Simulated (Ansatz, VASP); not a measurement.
This is a calculation of MgS for Ansatz 0.2.0.

Contents of input.yaml:

```yaml
crystal:
  lattice:
    - [4.0877156323, 0.0, 0.0]
    - [-2.0438578162, 3.5400655811, 0.0]
    - [0.0, 0.0, 6.5169393366]
  atoms:
    - { symbol: S, position: [0.6666666667, 0.3333333333, 0.87924415] }
    - { symbol: S, position: [0.3333333333, 0.6666666667, 0.37924415] }
    - { symbol: Mg, position: [0.3333333333, 0.6666666667, 0.99575485] }
    - { symbol: Mg, position: [0.6666666667, 0.3333333333, 0.49575485] }
hamiltonian:
  xc: r2scan
  pseudopotentials: { kind: paw }
kpoints:
  mp_grid: { grid: [8, 8, 4] }
scf:
  occupations: { method: fermi_dirac, width: 0.05 }
output:
  forces: true
  stress: true
  eigenvalues: true
```

Potentials or basis: Ansatz PAW.

The run is started by

```bash
$ ansatz run input.yaml --threads 2 --pin off --max-ram 5632MiB --backend cpu --events-out ev --progress --plain --runs-dir out
```

Set up the same calculation for VASP 6.6.1. Potentials there: VASP PAW PBE potentials, release 64 (S, Mg).

As run (the cutoff follows the program's own potentials):

POSCAR

```
MgS
1.0
    4.0877156323      0.0000000000      0.0000000000
   -2.0438578162      3.5400655811      0.0000000000
    0.0000000000      0.0000000000      6.5169393366
S Mg
2 2
Direct
    0.6666666667      0.3333333333      0.8792441500
    0.3333333333      0.6666666667      0.3792441500
    0.3333333333      0.6666666667      0.9957548500
    0.6666666667      0.3333333333      0.4957548500
```

The input INCAR.step1:

```
PREC = Accurate
ENCUT = 520
ISMEAR = -1
SIGMA = 0.05
LREAL = F
LASPH = T
NELM = 80
NBANDS = 16
GGA = PE
ALGO = Normal
EDIFF = 1E-4
LWAVE = T
LCHARG = F
```

INCAR.step2

```
PREC = Accurate
ENCUT = 520
EDIFF = 1E-6
ISMEAR = -1
SIGMA = 0.05
LREAL = F
LASPH = T
NELM = 80
ALGO = Normal
ISIF = 2
LWAVE = F
LCHARG = F
METAGGA = R2SCAN
LMIXTAU = T
NBANDS = 16
ISTART = 1
```

File KPOINTS:

```
regular mesh
0
Gamma
  8 8 4
```

Potentials or basis: VASP PAW PBE potentials, release 64 (S, Mg).

Command:

```bash
$ cat potpaw_PBE.64/S/POTCAR potpaw_PBE.64/Mg/POTCAR > POTCAR
$ cp INCAR.step1 INCAR
$ mpirun -np 1 vasp_std > vasp.out
$ cp INCAR.step2 INCAR
$ mpirun -np 1 vasp_std > vasp.out
```

Both were run:

|  | VASP | Ansatz | Ansatz less VASP |
| --- | --- | --- | --- |
| gap on the k mesh at the Fermi level (eV) | 3.90 | 3.91 | +0.013 |
| least direct gap on the mesh (eV) | 3.90 | 3.91 | +0.013 |
| pressure (GPa) | -2.4 | -2.2 | +0.28 |
| rms of the force components (eV/Å) | 0.034 | 0.034 | -0.0006 |

VASP's potentials were made for PBE, not for r2SCAN. Atom by atom the forces differ by 0.001 eV/Å (rms over components). VASP's potentials hold 16 valence electrons a cell and Ansatz's 32, so a difference there can come from the potentials and not from the codes.
